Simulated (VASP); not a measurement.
# CdSe (P6_3mc) in VASP: G0W0 quasiparticle levels with PBE

Aim: the G0W0 quasiparticle levels of CdSe with PBE.

Program: VASP 6.6.1. These are calculated values, not measurements. Logs are shortened: lines on timing, memory, paths and dates and some standing lists are left out, and cuts for length are marked.

**1. The cell of the first run**

Symmetry: P6_3mc, No. 186, hexagonal system. Conventional cell: a = 4.383 Å, b = 4.383 Å, c = 7.155 Å, α = 90.00°, β = 90.00°, γ = 120.00°. Cd (site symmetry 3m) has 4 Se at 2.68 to 2.69 Å within 3.5 Å. Within 3.5 Å of Se (site symmetry 3m) lie 4 Cd at 2.68 to 2.69 Å.

**2. G0W0 quasiparticle levels, PBE**

File POSCAR:

```
CdSe
1.0
    4.3830142005      0.0000000000      0.0000000000
   -2.1915071002      3.7958016428      0.0000000000
    0.0000000000      0.0000000000      7.1552697112
Cd Se
2 2
Direct
    0.3333333333      0.6666666667      0.0046375663
    0.6666666667      0.3333333333      0.5046375663
    0.3333333333      0.6666666667      0.3803624337
    0.6666666667      0.3333333333      0.8803624337
```

File INCAR.step1:

```
PREC = Accurate
ENCUT = 500
EDIFF = 1E-8
ISMEAR = 0
SIGMA = 0.01
LREAL = F
LASPH = T
NELM = 80
ALGO = Normal
LWAVE = T
LCHARG = F
GGA = PE
```

File INCAR.step2:

```
PREC = Accurate
ENCUT = 500
EDIFF = 1E-8
ISMEAR = 0
SIGMA = 0.01
LREAL = F
LASPH = T
NELM = 1
ALGO = Exact
LWAVE = T
LCHARG = F
GGA = PE
NBANDS = 465
LOPTICS = T
ISTART = 1
```

File INCAR.step3:

```
PREC = Accurate
ENCUT = 500
EDIFF = 1E-8
ISMEAR = 0
SIGMA = 0.01
LREAL = F
LASPH = T
ALGO = EVGW0
LWAVE = F
LCHARG = F
GGA = PE
NELMGW = 1
NBANDS = 465
ENCUTGW = 140.0
NOMEGA = 48
PRECFOCK = Fast
ISTART = 1
NBANDSGW = 26
```

File KPOINTS:

```
Automatic mesh
0
Gamma
  6 6 2
```

Potentials or basis: VASP PAW PBE potentials, release 64 (Cd_GW, Se_GW).

Run with:

```sh
cat potpaw_PBE.64/Cd_GW/POTCAR potpaw_PBE.64/Se_GW/POTCAR > POTCAR
cp INCAR.step1 INCAR
mpirun -np 1 vasp_std > vasp.out
cp INCAR.step2 INCAR
mpirun -np 1 vasp_std > vasp.out
cp INCAR.step3 INCAR
mpirun -np 1 vasp_std > vasp.out
```

OUTCAR:

```text
PREC = Accurate
   ENCUT = 500
   EDIFF = 1E-8
   ISMEAR = 0
   LREAL = F
   LASPH = T
   GGA = PE
   NELMGW = 1
   ENCUTGW = 140.0
   PRECFOCK = Fast
   ISTART = 1

 ion  position               nearest neighbor table
   1  0.333  0.667  0.005-   4 2.68   4 2.68   4 2.68   3 2.69
   2  0.667  0.333  0.505-   3 2.68   3 2.68   3 2.68   4 2.69
   3  0.333  0.667  0.380-   2 2.68   2 2.68   2 2.68   1 2.69
   4  0.667  0.333  0.880-   1 2.68   1 2.68   1 2.68   2 2.69

  LATTYP: Found a hexagonal cell.
 ALAT       =     4.3830142005
 C/A-ratio  =     1.6324997784

  Lattice vectors:

 A1 = (   4.3830142005,   0.0000000000,   0.0000000000)
 A2 = (  -2.1915071002,   3.7958016428,   0.0000000000)
 A3 = (   0.0000000000,   0.0000000000,   7.1552697112)

Analysis of symmetry for initial positions (statically):
=====================================================================
 Subroutine PRICEL returns:
 Original cell was already a primitive cell.

 Routine SETGRP: Setting up the symmetry group for a
 hexagonal supercell.

 Subroutine GETGRP returns: Found 12 space group operations
 (whereof  6 operations were pure point group operations)
 out of a pool of 24 trial point group operations.

The static configuration has the point symmetry C_3v.
 The point group associated with its full space group is C_6v.

Analysis of symmetry for dynamics (positions and initial velocities):
=====================================================================
 Subroutine PRICEL returns:
 Original cell was already a primitive cell.

 Routine SETGRP: Setting up the symmetry group for a
 hexagonal supercell.

 Subroutine GETGRP returns: Found 12 space group operations
 (whereof  6 operations were pure point group operations)
 out of a pool of 24 trial point group operations.

The dynamic configuration has the point symmetry C_3v.
 The point group associated with its full space group is C_6v.

 Subroutine INISYM returns: Found 12 space group operations
 (whereof  6 operations are pure point group operations),
 and found     1 'primitive' translations

----------------------------------------------------------------------------------------

                                     Primitive cell

  volume of cell :     119.0426

  direct lattice vectors                    reciprocal lattice vectors
     4.383014200  0.000000000  0.000000000     0.228153493  0.131724481  0.000000000
    -2.191507100  3.795801643  0.000000000     0.000000000  0.263448961  0.000000000
     0.000000000  0.000000000  7.155269711     0.000000000  0.000000000  0.139757136

  length of vectors
     4.383014200  4.383014200  7.155269711     0.263448961  0.263448961  0.139757136

  position of ions in fractional coordinates (direct lattice)
     0.333333333  0.666666667  0.004637566
     0.666666667  0.333333333  0.504637566
     0.333333333  0.666666667  0.380362434
     0.666666667  0.333333333  0.880362434

  ion indices of the primitive-cell ions
   primitive index   ion index
                 1           1
                 2           2
                 3           3
                 4           4

----------------------------------------------------------------------------------------

 KPOINTS: Automatic mesh

Automatic generation of k-mesh.
 Grid dimensions read from file:
 generate k-points for:    6    6    2

 Generating k-lattice:

  Cartesian coordinates                     Fractional coordinates (reciprocal lattice)
     0.038025582  0.021954080  0.000000000     0.166666667  0.000000000  0.000000000
     0.000000000  0.043908160  0.000000000     0.000000000  0.166666667  0.000000000
     0.000000000  0.000000000  0.069878568     0.000000000  0.000000000  0.500000000

  Length of vectors
     0.043908160  0.043908160  0.069878568

  Shift w.r.t. Gamma in fractional coordinates (k-lattice)
     0.000000000  0.000000000  0.000000000

 Subroutine IBZKPT returns following result:
 ===========================================

 Found     14 irreducible k-points:

 Following reciprocal coordinates:
            Coordinates               Weight
  0.000000  0.000000  0.000000      1.000000
  0.166667  0.000000  0.000000      6.000000
  0.333333  0.000000  0.000000      6.000000
  0.500000  0.000000  0.000000      3.000000
  0.166667  0.166667  0.000000      6.000000
  0.333333  0.166667  0.000000     12.000000
  0.333333  0.333333  0.000000      2.000000
  0.000000  0.000000  0.500000      1.000000
  0.166667  0.000000  0.500000      6.000000
  0.333333  0.000000  0.500000      6.000000
  0.500000  0.000000  0.500000      3.000000
  0.166667  0.166667  0.500000      6.000000
  0.333333  0.166667  0.500000     12.000000
  0.333333  0.333333  0.500000      2.000000
   k-points           NKPTS =     14   k-points in BZ     NKDIM =     72   number of bands    NBANDS=    465
   number of dos      NEDOS =    301   number of ions     NIONS =      4
   total plane-waves  NPLWV =  55296
   dimension x,y,z NGX =    32 NGY =   32 NGZ =   54
   dimension x,y,z NGXF=    64 NGYF=   64 NGZF=  108
   ions per type =               2   2
   NGX,Y,Z   is equivalent  to a cutoff of  12.14, 12.14, 12.55 a.u.
   NGXF,Y,Z  is equivalent  to a cutoff of  24.27, 24.27, 25.09 a.u.
 SYSTEM =  unknown system
   PREC   = accura    normal or accurate (medium, high low for compatibility)
   ISTART =      1    job   : 0-new  1-cont  2-samecut
   ICHARG =      0    charge: 1-file 2-atom 10-const
   ISPIN  =      1    spin polarized calculation?
   LNONCOLLINEAR =      F non collinear calculations
   LSORBIT =      F    spin-orbit coupling
   LASPH  =      T    aspherical Exc in radial PAW
   ENCUT  =  500.0 eV  36.75 Ry    6.06 a.u.   7.99  7.99 13.05*2*pi/ulx,y,z
   NELM   =     60;   NELMIN=  2; NELMDL=  0     # of ELM steps
   EDIFF  = 0.1E-07   stopping-criterion for ELM
   LREAL  =      F    real-space projection
   EDIFFG = 0.1E-06   stopping-criterion for IOM
   NSW    =      0    number of steps for IOM
   IBRION =     -1    ionic relax: 0-MD 1-quasi-New 2-CG
   NFREE  =      0    steps in history (QN), initial steepest desc. (CG)
   ISIF   =      0    stress and relaxation
   ISYM   =      3    0-nonsym 1-usesym 2-fastsym
   POTIM  = 0.5000    time-step for ionic-motion
   TEBEG  =    0.0;   TEEND  =   0.0 temperature during run
   PSTRESS=    0.0 pullay stress
   NELECT =      36.0000    total number of electrons
   NUPDOWN=      -1.0000    fix difference up-down
   EMIN   =  10.00;   EMAX   =-10.00  energy-range for DOS
   EFERMI =   0.00;   METHOD = LEGACY
   ISMEAR =     0;   SIGMA  =   0.01  broadening in eV -4-tet -1-fermi 0-gaus
   EFERMI_NEDOS =   21; number of points for ismear=-14 and -15
   IALGO  =     38    algorithm
   IMIX   =      4    mixing-type and parameters
     AMIX     =   0.40;   BMIX     =  1.00
     AMIX_MAG =   1.60;   BMIX_MAG =  1.00
  volume/ion in A,a.u.               =      29.76       200.83
  Fermi-wavevector in a.u.,A,eV,Ry     =   1.098858  2.076540 16.428881  1.207489
  Thomas-Fermi vector in A             =   2.235243
   LORBIT       =      0    0 simple, 1 ext, 2 COOP (PROOUT), +10 PAW based schemes
   GGA     = PE    functional components
   LHFCALC =     T    Hartree Fock is set to
   PRECFOCK=fast      Normal, Fast or Accurate (Low or Medium for compatibility)
   ENCUT4O =  -1.0   cutoff for four orbital integrals eV
   NKREDX  =     1    reduce k-point grid by
   NKREDY  =     1    reduce k-point grid by
   NKREDZ  =     1    reduce k-point grid by
   AEXX    =    1.0000 exact exchange contribution
   HFSCREEN=    0.0000 screening length (either q_TF or 0.3 A-1)
   HFSCREENC=   0.0000 screening length for correlation (either q_TF or 0.3 A-1)
   ENCUTFOCK=  -1.0 apply spherical cutoff to Coloumb kernel
   IVDW    =     0    specifies the selected vdW correction
   LEPSILON=     F    determine dielectric tensor
   LRPA    =     F    only Hartree local field effects (RPA)
   LRPAFORCE           =     F    calculate RPA forces
   ENCUTGW             = 140.0    cutoff for response function in eV
   ENCUTGWSOFT         = 112.0    soft cutoff for Coulomb kernel in GW response function in eV
   ENCUTLF             =  -1.0    cutoff for local field effects
   NELMGW              =     1    number of iterations in solving QP/BSE equation
   NELMHF              =     1    number of iterations in the inner HF iteration
   NKREDLFX            =     1    NKREDLFY  =   1   NKREDLFZ  =   1
 non-spin polarized calculation
 Gauss-broadening in eV      SIGMA  =   0.01
  energy-cutoff  :      500.00
  volume of cell :      119.04
 maximum number of plane-waves:      3042
 NGX is ok and might be reduce to    32
  NGX = 18; NGY = 18; NGZ = 30
   NGX = 15   NGY = 15   NGZ = 27
 maximum number of plane-waves:       460
 NGX is ok and might be reduce to    18

 QP shifts <psi_nk| G(iteration)W_0 |psi_nk>: iteration 1
 for sc-GW calculations column KS-energies equals QP-energies in previous step
 and V_xc(KS)=  KS-energies - (<T + V_ion + V_H > + <T+V_H+V_ion>^1  + <V_x>^1)

 k-point   1 :       0.0000    0.0000    0.0000
  band No.  KS-energies  QP-energies   sigma(KS)   V_xc(KS)     V^pw_x(r,r')   Z            occupation Imag(sigma)

      1     -10.6755     -11.1112     -13.0854     -12.3840     -19.6421       0.6213       2.0000       0.7647
      2     -10.3454     -10.8377     -13.6027     -12.8271     -19.9783       0.6348       2.0000       0.7222
      3      -6.1359      -8.0686     -18.0573     -15.2193     -22.9729       0.6810       2.0000      -0.1718
      4      -6.1313      -8.0534     -18.0534     -15.2274     -22.9734       0.6802       2.0000      -0.1708
      5      -6.1313      -8.0534     -18.0534     -15.2274     -22.9734       0.6802       2.0000      -0.1708
      6      -6.0737      -8.0132     -18.1312     -15.2865     -23.0326       0.6818       2.0000      -0.1791
[... 18 lines left out ...]
     25       8.5749       8.6956      -9.0981      -9.2622      -4.4750       0.7353       0.0000      -0.3042
     26       9.1003       9.1043      -9.1478      -9.1533      -4.3057       0.7159       0.0000      -0.3299

 k-point   2 :       0.1667    0.0000    0.0000
  band No.  KS-energies  QP-energies   sigma(KS)   V_xc(KS)     V^pw_x(r,r')   Z            occupation Imag(sigma)

      1     -10.6029     -11.0499     -13.1886     -12.4719     -19.7040       0.6236       2.0000       0.7544
      2     -10.3128     -10.8124     -13.6567     -12.8724     -20.0148       0.6370       2.0000       0.7161
      3      -6.1139      -8.0512     -18.0819     -15.2407     -22.9942       0.6818       2.0000      -0.1729
      4      -6.1067      -8.0344     -18.0886     -15.2561     -23.0046       0.6805       2.0000      -0.1724
      5      -6.0711      -7.9879     -17.9901     -15.1792     -22.8897       0.6819       2.0000      -0.1668
      6      -6.0395      -7.9880     -18.1700     -15.3181     -23.0670       0.6832       2.0000      -0.1804
[... 18 lines left out ...]
     25       8.7483       8.7134      -8.7390      -8.6913      -4.1737       0.7315       0.0000      -0.2933
     26       9.1530       9.2805      -9.2567      -9.4316      -4.4717       0.7292       0.0000      -0.3290

 k-point   3 :       0.3333    0.0000    0.0000
  band No.  KS-energies  QP-energies   sigma(KS)   V_xc(KS)     V^pw_x(r,r')   Z            occupation Imag(sigma)

      1     -10.4451     -10.9205     -13.4354     -12.6806     -19.8595       0.6299       2.0000       0.7306
      2     -10.2580     -10.7699     -13.7526     -12.9517     -20.0795       0.6391       2.0000       0.7055
      3      -6.0761      -8.0194     -18.1166     -15.2685     -23.0172       0.6823       2.0000      -0.1767
      4      -6.0680      -8.0105     -18.1377     -15.2913     -23.0404       0.6824       2.0000      -0.1775
      5      -5.9766      -7.9382     -18.2006     -15.3337     -23.0740       0.6842       2.0000      -0.1866
      6      -5.9717      -7.9362     -18.3046     -15.4329     -23.2012       0.6841       2.0000      -0.1852
[... 294 lines left out ...]
      1     -10.2929     -10.7940     -13.6842     -12.8968     -20.0311       0.6363       2.0000       0.7105
      2     -10.2929     -10.7940     -13.6842     -12.8968     -20.0311       0.6363       2.0000       0.7105
      3      -6.0234      -7.9810     -18.1572     -15.2960     -23.0448       0.6842       2.0000      -0.1828
      4      -6.0234      -7.9810     -18.1572     -15.2960     -23.0448       0.6842       2.0000      -0.1828
      5      -5.9996      -7.9638     -18.2413     -15.3720     -23.1342       0.6845       2.0000      -0.1841
      6      -5.9996      -7.9638     -18.2413     -15.3720     -23.1342       0.6845       2.0000      -0.1841
[... 18 lines left out ...]
     25       9.4651       9.5255      -8.9312      -9.0139      -4.1000       0.7311       0.0000      -0.3425
     26       9.4651       9.5255      -8.9312      -9.0139      -4.1000       0.7311       0.0000      -0.3425

 k-point  14 :       0.3333    0.3333    0.5000
  band No.  KS-energies  QP-energies   sigma(KS)   V_xc(KS)     V^pw_x(r,r')   Z            occupation Imag(sigma)

      1     -10.2664     -10.7734     -13.7314     -12.9374     -20.0652       0.6385       2.0000       0.7054
      2     -10.2664     -10.7734     -13.7314     -12.9374     -20.0652       0.6385       2.0000       0.7054
      3      -6.0054      -7.9685     -18.2062     -15.3384     -23.0977       0.6845       2.0000      -0.1838
      4      -6.0054      -7.9685     -18.2062     -15.3384     -23.0977       0.6845       2.0000      -0.1838
      5      -5.9982      -7.9652     -18.2276     -15.3566     -23.1143       0.6851       2.0000      -0.1856
      6      -5.9982      -7.9652     -18.2276     -15.3566     -23.1143       0.6851       2.0000      -0.1856
[... 18 lines left out ...]
     25      10.2083      10.3528      -9.3257      -9.5257      -4.0736       0.7226       0.0000      -0.4345
     26      10.2083      10.3528      -9.3257      -9.5257      -4.0736       0.7226       0.0000      -0.4345
```

Run time: 3 h. Hardware: 1 thread of Intel Xeon 8259CL, shared host; peak memory 3 GiB.

Results:

```
Quasiparticle gap                                   : 1.20 eV
Least direct quasiparticle gap                      : 1.20 eV
Band gap of the starting levels on the mesh         : 0.53 eV
Least direct gap of the starting levels on the mesh : 0.53 eV
```

Caveat: the k points lie up to 0.44 Å⁻¹ apart; bands, screening cutoff and mesh are small and nothing is extrapolated, so the quasiparticle values aren't converged.
